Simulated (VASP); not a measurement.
Set up this calculation in VASP 6.6.1, as the native input.

- Task: single point
- Functional: r2SCAN
- Potentials or basis: VASP PAW PBE potentials, release 64 (Al)
- Cutoff: 520 eV
- k mesh: 15 × 15 × 15
- Occupations: fermi-dirac, width 0.1 eV
- Spin: no spin polarisation
- Dipole correction: no
- Further INCAR settings: ALGO = Normal; EDIFF = 1e-07; NBANDS = 8

Al:

```
CELL_PARAMETERS angstrom
-1.57928 1.57928 1.59122
1.57928 -1.57928 1.59122
1.60315 1.60315 -1.59122
ATOMIC_POSITIONS crystal
Al 0.00000 0.00000 0.00000
```

The input as run:

POSCAR

```
Al
1.0
   -1.5792848575      1.5792848575      1.5912190000
    1.5792848575     -1.5792848575      1.5912190000
    1.6031531425      1.6031531425     -1.5912190000
Al
1
Direct
    0.0000000000      0.0000000000      0.0000000000
```

INCAR.step1

```
SYSTEM = Al
PREC = Accurate
ENCUT = 520
ISMEAR = -1
SIGMA = 0.1
LREAL = .FALSE.
LASPH = .TRUE.
NELM = 100
NBANDS = 8
GGA = PE
ALGO = Normal
EDIFF = 1E-4
LWAVE = .TRUE.
LCHARG = .FALSE.
```

INCAR.step2

```
SYSTEM = Al
PREC = Accurate
ENCUT = 520
EDIFF = 1E-7
ISMEAR = -1
SIGMA = 0.1
LREAL = .FALSE.
LASPH = .TRUE.
NELM = 100
ALGO = Normal
ISIF = 2
LWAVE = .FALSE.
LCHARG = .TRUE.
METAGGA = R2SCAN
LMIXTAU = .TRUE.
LELF = .TRUE.
LVHAR = .TRUE.
NBANDS = 8
ISTART = 1
```

KPOINTS

```
Automatic mesh
0
G
  15 15 15
  0 0 0
```

Potentials or basis: VASP PAW PBE potentials, release 64 (Al).

Run with:

```bash
$ cat potpaw_PBE.64/Al/POTCAR > POTCAR
$ cp INCAR.step1 INCAR
$ mpirun -np 1 vasp_std > vasp.out
$ cp INCAR.step2 INCAR
$ mpirun -np 1 vasp_std > vasp.out
```

Results of the run:

```
Pressure : 0.2 GPa
```

Caveat: the PAW data sets were made with another functional, which shifts forces and pressure a little.

Run time: 100 s on 1 thread of Intel(R) Xeon(R) Platinum 8488C (Sapphire Rapids), on a shared host, peak memory 0.17 GiB.
